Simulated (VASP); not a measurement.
# ScPt5Cl (P4/mmm) in VASP: notebook

ScPt5Cl is run at these levels: PBE; tasks: single point.

Program: VASP 6.6.1. These are calculated values, not measurements. Logs are shortened: lines on timing, memory, paths and dates and some standing lists are left out, and cuts for length are marked.

## (1) The cell of the first run

The structure is tetragonal, space group P4/mmm (No. 123). Conventional cell: a = 4.176 Å, b = 4.176 Å, c = 6.802 Å, α = 90.00°, β = 90.00°, γ = 90.00°. Sc (site symmetry 4/mmm) has 12 Pt at 2.95 to 2.99 Å and 2 Cl at 3.40 Å within 3.9 Å. Pt (site symmetry 4/mmm) has 4 Sc at 2.95 Å and 8 Pt at 2.99 Å within 3.9 Å. Within 3.2 Å of Pt (site symmetry 2mm) lie 2 Cl at 2.44 Å and 7 Pt at 2.52 to 2.99 Å and 2 Sc at 2.99 Å. Within 3.2 Å of Cl (site symmetry 4/mmm) lie 8 Pt at 2.44 Å.

The cell was built from a structure type or drawn by symmetry, and may not be a known phase.

## (2) Single point, PBE

INCAR

```
SYSTEM = ScPt5Cl
  ALGO = Normal
  EDIFF = 1E-7
  ENCUT = 520
  GGA = PE
  ISIF = 2
  ISMEAR = 0
  LASPH = .True.
  LCHARG = .False.
  LREAL = .False.
  LWAVE = .False.
  NBANDS = 43
  NELM = 80
  PREC = Accurate
  SIGMA = 0.1
```

KPOINTS

```
k-points
0
Gamma
  4 4 4
  0 0 0
```

POSCAR

```
ScPt5Cl
1.0
    4.1761277500      0.0000000000      0.0000000000
    0.0000000000      4.1761277500      0.0000000000
    0.0000000000      0.0000000000      6.8015620400
Sc Pt Cl
1 5 1
Direct
    0.0000000000      0.0000000000      0.0000000000
    0.5000000000      0.5000000000      0.0000000000
    0.0000000000      0.5000000000      0.3149046900
    0.5000000000      0.0000000000      0.3149046900
    0.0000000000      0.5000000000      0.6850953100
    0.5000000000      0.0000000000      0.6850953100
    0.0000000000      0.0000000000      0.5000000000
```

Potentials or basis: VASP PAW PBE potentials, release 64 (Sc_sv, Pt, Cl).

The run is started by

```console
> cat potpaw_PBE.64/Sc_sv/POTCAR potpaw_PBE.64/Pt/POTCAR potpaw_PBE.64/Cl/POTCAR > POTCAR
> mpirun -np 1 vasp_std > vasp.out
```

OUTCAR:

```text
SYSTEM = ScPt5Cl
   EDIFF = 1E-7
   ENCUT = 520
   GGA = PE
   ISIF = 2
   ISMEAR = 0
   LASPH = .True.
   LREAL = .False.
   NELM = 80
   PREC = Accurate

 ion  position               nearest neighbor table
   1  0.000  0.000  0.000-   2 2.95   2 2.95   2 2.95   2 2.95   6 2.99   3 2.99   3 2.99   5 2.99
                             4 2.99   4 2.99   6 2.99   5 2.99
   2  0.500  0.500  0.000-   1 2.95   1 2.95   1 2.95   1 2.95   6 2.99   3 2.99   4 2.99   6 2.99
                             4 2.99   3 2.99   5 2.99   5 2.99
   3  0.000  0.500  0.315-   7 2.44   7 2.44   5 2.52   4 2.95   4 2.95   4 2.95   4 2.95   1 2.99
                             2 2.99   1 2.99   2 2.99
   4  0.500  0.000  0.315-   7 2.44   7 2.44   6 2.52   3 2.95   3 2.95   3 2.95   3 2.95   1 2.99
                             1 2.99   2 2.99   2 2.99
   5  0.000  0.500  0.685-   7 2.44   7 2.44   3 2.52   6 2.95   6 2.95   6 2.95   6 2.95   1 2.99
                             2 2.99   1 2.99   2 2.99
   6  0.500  0.000  0.685-   7 2.44   7 2.44   4 2.52   5 2.95   5 2.95   5 2.95   5 2.95   1 2.99
                             1 2.99   2 2.99   2 2.99
   7  0.000  0.000  0.500-   3 2.44   4 2.44   5 2.44   6 2.44   3 2.44   5 2.44   4 2.44   6 2.44

  LATTYP: Found a simple tetragonal cell.
 ALAT       =     4.1761277500
 C/A-ratio  =     1.6286767185

  Lattice vectors:

 A1 = (   4.1761277500,   0.0000000000,   0.0000000000)
 A2 = (   0.0000000000,   4.1761277500,   0.0000000000)
 A3 = (   0.0000000000,   0.0000000000,   6.8015620400)

Analysis of symmetry for initial positions (statically):
=====================================================================
 Subroutine PRICEL returns:
 Original cell was already a primitive cell.

 Routine SETGRP: Setting up the symmetry group for a
 simple tetragonal supercell.

 Subroutine GETGRP returns: Found 16 space group operations
 (whereof 16 operations were pure point group operations)
 out of a pool of 16 trial point group operations.

The static configuration has the point symmetry D_4h.

Analysis of symmetry for dynamics (positions and initial velocities):
=====================================================================
 Subroutine PRICEL returns:
 Original cell was already a primitive cell.

 Routine SETGRP: Setting up the symmetry group for a
 simple tetragonal supercell.

 Subroutine GETGRP returns: Found 16 space group operations
 (whereof 16 operations were pure point group operations)
 out of a pool of 16 trial point group operations.

The dynamic configuration has the point symmetry D_4h.

 Subroutine INISYM returns: Found 16 space group operations
 (whereof 16 operations are pure point group operations),
 and found     1 'primitive' translations

----------------------------------------------------------------------------------------

                                     Primitive cell

  volume of cell :     118.6195

  direct lattice vectors                    reciprocal lattice vectors
     4.176127750  0.000000000  0.000000000     0.239456276  0.000000000  0.000000000
     0.000000000  4.176127750  0.000000000     0.000000000  0.239456276  0.000000000
     0.000000000  0.000000000  6.801562040     0.000000000  0.000000000  0.147025050

  length of vectors
     4.176127750  4.176127750  6.801562040     0.239456276  0.239456276  0.147025050

  position of ions in fractional coordinates (direct lattice)
     0.000000000  0.000000000  0.000000000
     0.500000000  0.500000000  0.000000000
     0.000000000  0.500000000  0.314904690
     0.500000000  0.000000000  0.314904690
     0.000000000  0.500000000  0.685095310
     0.500000000  0.000000000  0.685095310
     0.000000000  0.000000000  0.500000000

  ion indices of the primitive-cell ions
   primitive index   ion index
                 1           1
                 2           2
                 3           3
                 4           4
                 5           5
                 6           6
                 7           7

----------------------------------------------------------------------------------------

 KPOINTS: k-points

Automatic generation of k-mesh.
 Grid dimensions read from file:
 generate k-points for:    4    4    4

 Generating k-lattice:

  Cartesian coordinates                     Fractional coordinates (reciprocal lattice)
     0.059864069  0.000000000  0.000000000     0.250000000  0.000000000  0.000000000
     0.000000000  0.059864069  0.000000000     0.000000000  0.250000000  0.000000000
     0.000000000  0.000000000  0.036756263     0.000000000  0.000000000  0.250000000

  Length of vectors
     0.059864069  0.059864069  0.036756263

  Shift w.r.t. Gamma in fractional coordinates (k-lattice)
     0.000000000  0.000000000  0.000000000

 Subroutine IBZKPT returns following result:
 ===========================================

 Found     18 irreducible k-points:

 Following reciprocal coordinates:
            Coordinates               Weight
  0.000000  0.000000  0.000000      1.000000
  0.250000  0.000000  0.000000      4.000000
  0.500000  0.000000  0.000000      2.000000
  0.250000  0.250000  0.000000      4.000000
  0.500000  0.250000  0.000000      4.000000
  0.500000  0.500000  0.000000      1.000000
[... 10 lines left out ...]
  0.500000  0.250000  0.500000      4.000000
  0.500000  0.500000  0.500000      1.000000
   k-points           NKPTS =     18   k-points in BZ     NKDIM =     18   number of bands    NBANDS=     43
   number of dos      NEDOS =    301   number of ions     NIONS =      7
   total plane-waves  NPLWV =  55296
   dimension x,y,z NGX =    32 NGY =   32 NGZ =   54
   dimension x,y,z NGXF=    64 NGYF=   64 NGZF=  108
   ions per type =               1   5   1
   NGX,Y,Z   is equivalent  to a cutoff of  12.74, 12.74, 13.20 a.u.
   NGXF,Y,Z  is equivalent  to a cutoff of  25.48, 25.48, 26.40 a.u.
 SYSTEM =  ScPt5Cl
   PREC   = accura    normal or accurate (medium, high low for compatibility)
   ISTART =      0    job   : 0-new  1-cont  2-samecut
   ICHARG =      2    charge: 1-file 2-atom 10-const
   ISPIN  =      1    spin polarized calculation?
   LNONCOLLINEAR =      F non collinear calculations
   LSORBIT =      F    spin-orbit coupling
   LASPH  =      T    aspherical Exc in radial PAW
   ENCUT  =  520.0 eV  38.22 Ry    6.18 a.u.   7.76  7.76 12.65*2*pi/ulx,y,z
   NELM   =     80;   NELMIN=  2; NELMDL= -5     # of ELM steps
   EDIFF  = 0.1E-06   stopping-criterion for ELM
   LREAL  =      F    real-space projection
   EDIFFG = 0.1E-05   stopping-criterion for IOM
   NSW    =      0    number of steps for IOM
   IBRION =     -1    ionic relax: 0-MD 1-quasi-New 2-CG
   NFREE  =      0    steps in history (QN), initial steepest desc. (CG)
   ISIF   =      2    stress and relaxation
   ISYM   =      2    0-nonsym 1-usesym 2-fastsym
   POTIM  = 0.5000    time-step for ionic-motion
   TEBEG  =    0.0;   TEEND  =   0.0 temperature during run
   PSTRESS=    0.0 pullay stress
   NELECT =      68.0000    total number of electrons
   NUPDOWN=      -1.0000    fix difference up-down
   EMIN   =  10.00;   EMAX   =-10.00  energy-range for DOS
   EFERMI =   0.00;   METHOD = LEGACY
   ISMEAR =     0;   SIGMA  =   0.10  broadening in eV -4-tet -1-fermi 0-gaus
   EFERMI_NEDOS =   21; number of points for ismear=-14 and -15
   IALGO  =     38    algorithm
   IMIX   =      4    mixing-type and parameters
     AMIX     =   0.40;   BMIX     =  1.00
     AMIX_MAG =   1.60;   BMIX_MAG =  1.00
  volume/ion in A,a.u.               =      16.95       114.35
  Fermi-wavevector in a.u.,A,eV,Ry     =   1.359959  2.569949 25.163809  1.849488
  Thomas-Fermi vector in A             =   2.486662
   LORBIT       =      0    0 simple, 1 ext, 2 COOP (PROOUT), +10 PAW based schemes
   GGA     = PE    functional components
   LHFCALC =     F    Hartree Fock is set to
   AEXX    =    0.0000 exact exchange contribution
   IVDW    =     0    specifies the selected vdW correction
   LEPSILON=     F    determine dielectric tensor
   LRPA    =     F    only Hartree local field effects (RPA)
 non-spin polarized calculation
 Gauss-broadening in eV      SIGMA  =   0.10
  energy-cutoff  :      520.00
  volume of cell :      118.62
 maximum number of plane-waves:      3210
 NGX is ok and might be reduce to    32
   NGX = 15   NGY = 15   NGZ = 25

 number of electron      68.0000004 magnetization

 Free energy of the ion-electron system (eV)
  ---------------------------------------------------
  ext. energy  EPLUGINS =         0.00000000
  ---------------------------------------------------
  free energy    TOTEN  =       -36.73733100 eV

  energy without entropy =      -36.68239281  energy(sigma->0) =      -36.70986190

 E-fermi :   8.6493     XC(G=0): -12.2243

 val. band max:        8.6485020075   @ k =   0.2500   0.2500   0.2500
 cond. band min:       8.6680244284   @ k =   0.5000   0.2500   0.5000
 fundamental gap:      0.0195224209
 Fermi energy:         8.6492953013

 k-point     1 :       0.0000    0.0000    0.0000
  band No.  band energies     occupation
      1     -40.9649      2.00000
      2     -19.5728      2.00000
      3     -19.5648      2.00000
      4     -19.5648      2.00000
      5     -10.6326      2.00000
      6      -0.9589      2.00000
[... 35 lines left out ...]
     42      12.1701      0.00000
     43      13.2551      0.00000

 k-point     2 :       0.2500    0.0000    0.0000
  band No.  band energies     occupation
      1     -40.9644      2.00000
      2     -19.5750      2.00000
      3     -19.5719      2.00000
      4     -19.5660      2.00000
      5     -10.5490      2.00000
      6      -0.5240      2.00000
[... 35 lines left out ...]
     42      12.2782      0.00000
     43      12.4063      0.00000

 k-point     3 :       0.5000    0.0000    0.0000
  band No.  band energies     occupation
      1     -40.9640      2.00000
      2     -19.5852      2.00000
      3     -19.5711      2.00000
      4     -19.5672      2.00000
      5     -10.4634      2.00000
      6      -0.7176      2.00000
[... 643 lines left out ...]
      6      -0.7493      2.00000
[... 35 lines left out ...]
     42      11.8612      0.00000
     43      13.7414      0.00000

 k-point    18 :       0.5000    0.5000    0.5000
  band No.  band energies     occupation
      1     -40.9636      2.00000
      2     -19.5792      2.00000
      3     -19.5792      2.00000
      4     -19.5693      2.00000
      5     -10.3138      2.00000
      6      -0.8050      2.00000
[... 35 lines left out ...]
     42      12.3981      0.00000
     43      12.9338      0.00000

------------------------ aborting loop because EDIFF is reached ----------------------------------------

  FORCE on cell =-STRESS in cart. coord.  units (eV):
  Direction    XX          YY          ZZ          XY          YZ          ZX
  --------------------------------------------------------------------------------------
  -------------------------------------------------------------------------------------
  Total        1.5063812      1.5063812      9.3467458      0.0000000      0.0000000     -0.0000000
  in kB       20.3464792     20.3464792    126.2451776      0.0000000      0.0000000     -0.0000000
  external PRESSURE =      55.6460453 kB  Pullay stress =       0.0000000 kB

 VOLUME and BASIS-vectors are now :
 -----------------------------------------------------------------------------
  energy-cutoff  :      520.00
  volume of cell :      118.62
      direct lattice vectors                 reciprocal lattice vectors
     4.176127750  0.000000000  0.000000000     0.239456276  0.000000000  0.000000000
     0.000000000  4.176127750  0.000000000     0.000000000  0.239456276  0.000000000
     0.000000000  0.000000000  6.801562040     0.000000000  0.000000000  0.147025050

 POSITION                                       TOTAL-FORCE (eV/Angst)
 -----------------------------------------------------------------------------------
      0.00000      0.00000      0.00000        -0.000000     -0.000000     -0.000000
      2.08806      2.08806      0.00000        -0.000000     -0.000000     -0.000000
      0.00000      2.08806      2.14184         0.000000     -0.000000     -3.860859
      2.08806      0.00000      2.14184        -0.000000      0.000000     -3.860859
      0.00000      2.08806      4.65972        -0.000000     -0.000000      3.860859
      2.08806      0.00000      4.65972         0.000000      0.000000      3.860859
      0.00000      0.00000      3.40078        -0.000000     -0.000000     -0.000000
 -----------------------------------------------------------------------------------
    total drift:                                0.000000     -0.000000      0.000000

  FREE ENERGIE OF THE ION-ELECTRON SYSTEM (eV)
  ---------------------------------------------------
  free  energy   TOTEN  =       -36.7373309978 eV

  energy  without entropy=      -36.6823928094  energy(sigma->0) =      -36.70986190
```

It took 68 s on 1 thread of Intel Xeon 6975P-C (Granite Rapids), shared host; peak memory 0.27 GiB.

Results:

```yaml
Free_energy: -36.7373 eV
Pressure: 5.6 GPa
Largest_force: 3.861 eV/Å
Band_gap_on_the_k_mesh: zero (bands 34 and 35 overlap by 0.27 eV)
```

Forces in eV/Å, atoms in the order of the input:
```
Sc   0.000  0.000  0.000
Pt   0.000  0.000  0.000
Pt   0.000  0.000 -3.861
Pt   0.000  0.000 -3.861
Pt   0.000  0.000  3.861
Pt   0.000  0.000  3.861
Cl   0.000  0.000  0.000
```

Stress tensor (GPa, compression positive):
```
 2.03  0.00  0.00
 0.00  2.03  0.00
 0.00  0.00 12.62
```

Levels at points of the mesh, in eV from the Fermi level:
```
           k point  band 30  band 31  band 32  band 33  band 34  band 35  band 36  band 37  band 38  band 39
(0.00, 0.00, 0.00)    -0.72    -0.26    -0.14    -0.14    -0.11     0.06     0.63     2.18     2.18     2.33
(0.50, 0.00, 0.00)    -1.55    -1.38    -0.47    -0.06     0.08     0.09     0.47     0.49     1.58     2.48
(0.50, 0.50, 0.00)    -1.03    -1.03    -0.74    -0.02    -0.02     0.78     0.78     1.82     1.91     1.91
(0.00, 0.00, 0.50)    -0.71    -0.71    -0.11     0.06     0.16     0.24     2.28     2.41     2.52     3.07
(0.50, 0.00, 0.50)    -1.36    -1.19    -1.00    -0.25    -0.16    -0.11     0.19     0.93     1.80     2.25
(0.50, 0.50, 0.50)    -1.42    -0.68    -0.68    -0.55    -0.17     0.30     1.13     1.13     1.80     1.80
```

Caveat: the k points lie up to 0.38 Å⁻¹ apart; spin-orbit coupling is left out, which moves the levels of the heavy elements; forces of over 1 eV/Å act on the atoms, so gaps and moduli don't describe the material at rest.

## (3) Single point, PBE

This run uses another cell than the first one, of 18.79 Å³/atom.

INCAR

```
SYSTEM = ScPt5Cl
PREC     = Accurate       ! precision mode
ENCUT    = 520            ! plane-wave cutoff, eV
EDIFF    = 1E-6           ! SCF threshold, eV
ISMEAR   = 0              ! smearing method
SIGMA    = 0.1            ! smearing width, eV
LREAL    = .False.        ! projectors in reciprocal space
LASPH    = .True.         ! aspherical terms in the spheres
NELM     = 100            ! most SCF steps
ALGO     = Normal         ! electronic algorithm
ISIF     = 2              ! what is computed and relaxed
LWAVE    = .False.        ! write WAVECAR
LCHARG   = .True.         ! write CHGCAR
GGA      = PE             ! functional
LELF     = .True.         ! ELF
LVHAR    = .True.       
NBANDS   = 43             ! bands
```

KPOINTS

```
Automatic mesh
0
Gamma
  10 10 6
  0 0 0
```

POSCAR

```
ScPt5Cl
1.0
    3.9124841491      0.0000000000      0.0000000000
    0.0000000000      3.9124841491      0.0000000000
    0.0000000000      0.0000000000      8.5932015006
Sc Pt Cl
1 5 1
Direct
    0.0000000000      0.0000000000      0.0000000000
    0.5000000000      0.5000000000      0.0000000000
    0.0000000000      0.5000000000      0.2296666363
    0.5000000000      0.0000000000      0.2296666363
    0.0000000000      0.5000000000      0.7703333637
    0.5000000000      0.0000000000      0.7703333637
    0.0000000000      0.0000000000      0.5000000000
```

Potentials or basis: VASP PAW PBE potentials, release 64 (Sc_sv, Pt, Cl).

The run is started by

```console
> cat potpaw_PBE.64/Sc_sv/POTCAR potpaw_PBE.64/Pt/POTCAR potpaw_PBE.64/Cl/POTCAR > POTCAR
> mpirun -np 1 vasp_std > vasp.out
```

Run time: 4.3 min. Hardware: 1 thread of Intel Xeon 6975P-C (Granite Rapids), shared host; peak memory 0.52 GiB.

It converged, with:

* Free energy: -40.7811 eV
* Pressure: -0.1 GPa
* Largest force: 0.010 eV/Å
* Band gap on the k mesh: zero (bands 34 and 35 overlap by 1.74 eV)

Forces on the atoms (eV/Å):
```
Sc   0.000  0.000  0.000
Pt   0.000  0.000  0.000
Pt   0.000  0.000  0.010
Pt   0.000  0.000  0.010
Pt   0.000  0.000 -0.010
Pt   0.000  0.000 -0.010
Cl   0.000  0.000  0.000
```

Levels at points of the mesh, in eV from the Fermi level:
```csv
k point,band 31,band 32,band 33,band 34,band 35,band 36,band 37,band 38
"(0.00, 0.00, 0.00)",-0.32,-0.09,0.01,0.36,1.20,1.20,3.15,3.15
"(0.50, 0.00, 0.00)",-1.63,-1.53,-0.80,-0.48,-0.01,0.16,1.88,1.99
"(0.50, 0.50, 0.00)",-0.78,-0.33,-0.33,0.03,0.45,0.87,2.41,2.41
"(0.00, 0.00, 0.50)",-0.19,-0.09,0.06,1.20,1.20,2.15,2.82,3.42
"(0.50, 0.00, 0.50)",-1.43,-1.15,-0.75,-0.72,-0.55,-0.04,0.91,2.39
"(0.50, 0.50, 0.50)",-0.79,0.03,0.17,0.17,0.58,1.57,2.00,2.31
```

Caveat: spin-orbit coupling is left out, which moves the levels of the heavy elements.
